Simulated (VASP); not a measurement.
Wanted: the native input for a VASP 6.6.1 run.

| Property | Result |
| --- | --- |
| Task | relaxation of cell and atoms |
| Functional | PBE |
| Potentials or basis | VASP PAW PBE potentials, release 64 (Ru_pv) |
| Cutoff | 600 eV |
| k mesh | 11 × 11 × 6 |
| Occupations | fermi-dirac, width 0.05 eV |
| Spin | no spin polarisation |
| Dipole correction | no |
| Further INCAR settings | ALGO = Normal; EDIFF = 1e-06; IBRION = 2; EDIFFG = -0.01; NSW = 80; ISIF = 3 |

The structure of Ru lies in POSCAR:

```
Ru
1.0
    2.7058000000      0.0000000000      0.0000000000
   -1.3529000000      2.3432915376      0.0000000000
    0.0000000000      0.0000000000      4.2819000000
Ru
2
Direct
    0.6666666667      0.3333333333      0.7500000000
    0.3333333333      0.6666666667      0.2500000000
```

The input as run:

INCAR

```
PREC = Accurate ; ENCUT = 600
EDIFF = 1E-6 ; ISMEAR = -1
SIGMA = 0.05 ; LREAL = False
LASPH = True ; NELM = 80
ALGO = Normal ; ISIF = 3
LWAVE = False ; LCHARG = False
GGA = PE ; IBRION = 2
NSW = 80 ; EDIFFG = -0.01
```

KPOINTS

```
Automatic mesh
0
Gamma
  11 11 6
```

Potentials or basis: VASP PAW PBE potentials, release 64 (Ru_pv).

The run is started by

```bash
$ cat potpaw_PBE.64/Ru_pv/POTCAR > POTCAR
$ mpirun -np 1 vasp_std > vasp.out
```

It gave:

```
Relaxed volume                        : 13.76 Å³/atom
Relaxed cell                          : a = 2.719 Å, b = 2.719 Å, c = 4.299 Å, α = 90.00°, β = 90.00°, γ = 120.00°
Space group after relaxing (to 0.1 Å) : P6_3/mmc (No. 194)
Energy gained by relaxing             : 2.6 meV/atom
Ionic steps                           : 7
Pressure after relaxing               : 0.1 GPa
Band gap on the k mesh                : zero (bands 14 and 15 overlap by 3.00 eV)
```

Run time: 42 s on 1 thread of Intel(R) Xeon(R) 6975P-C (Granite Rapids), with other jobs on the host, peak memory 0.18 GiB.
